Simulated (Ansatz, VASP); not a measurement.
Ni: VASP beside Ansatz

INCAR

```
PREC = Accurate
ENCUT = 520
EDIFF = 1E-7
ISMEAR = -1
SIGMA = 0.08
LREAL = F
LASPH = T
NELM = 150
ALGO = Normal
ISIF = 2
LWAVE = F
LCHARG = T
ISPIN = 2
MAGMOM = 1.5
LORBIT = 11
LMAXMIX = 4
GGA = CA
LELF = T
LVHAR = T
NBANDS = 15
```

KPOINTS

```
regular mesh
0
Gamma
  18 18 18
```

File POSCAR:

```
Ni
1.0
    0.0000000000      1.7596086113      1.7596086113
    1.7596086113      0.0000000000      1.7596086113
    1.7596086113      1.7596086113      0.0000000000
Ni
1
Direct
    0.0000000000      0.0000000000      0.0000000000
```

Input for Ansatz:

```yaml
crystal:
  lattice:
    - [0.0, 1.7596086113, 1.7596086113]
    - [1.7596086113, 0.0, 1.7596086113]
    - [1.7596086113, 1.7596086113, 0.0]
  atoms:
    - { symbol: Ni, position: [0.0, 0.0, 0.0], spin: 1.5 }
magnetization:
  spin_polarized: true
kpoints:
  mp_grid: { grid: [18, 18, 18] }
  band_path:
    path:
      - [0.0, 0.0, 0.0]
      - [0.5, 0.0, 0.5]
      - [0.625, 0.25, 0.625]
      - [0.375, 0.375, 0.75]
      - [0.0, 0.0, 0.0]
      - [0.5, 0.5, 0.5]
      - [0.5, 0.25, 0.75]
      - [0.5, 0.0, 0.5]
    npoints: 5
scf:
  occupations: { method: fermi_dirac, width: 0.08 }
hamiltonian:
  xc: lda
  pseudopotentials: { kind: all_electron, lapw: { basis_error: 0.001 } }
output:
  forces: true
  stress: true
  eigenvalues: true
```

Alike in both runs: task single point; functional LDA; k mesh 18 × 18 × 18; occupations fermi-dirac, width 0.08 eV; collinear spin.

|  | VASP | Ansatz |
| --- | --- | --- |
| version | VASP 6.6.1 | Ansatz 0.2.0 |
| potentials or method | VASP PAW LDA potentials, release 64 (Ni), cutoff 520 eV | all-electron LAPW, scalar-relativistic |

Ansatz gave:

| Quantity | Value |
| --- | --- |
| pressure (GPa) | -17.1 |
| net moment per atom (μB) | 0.61 |
| size of the moment on the site where the two differ most (μB) | 0.63 |

Question: Which values does VASP return?

Answer: Pressure (GPa): -16.9; net moment per atom (μB): 0.59; size of the moment on the site where the two differ most (μB): 0.60.

LDA's correlation is that of Perdew and Zunger in VASP and of Perdew and Wang (1992) in Ansatz. Site moments also hang on the region over which each program counts them. Ansatz ran all-electron here, and VASP with PAW potentials.
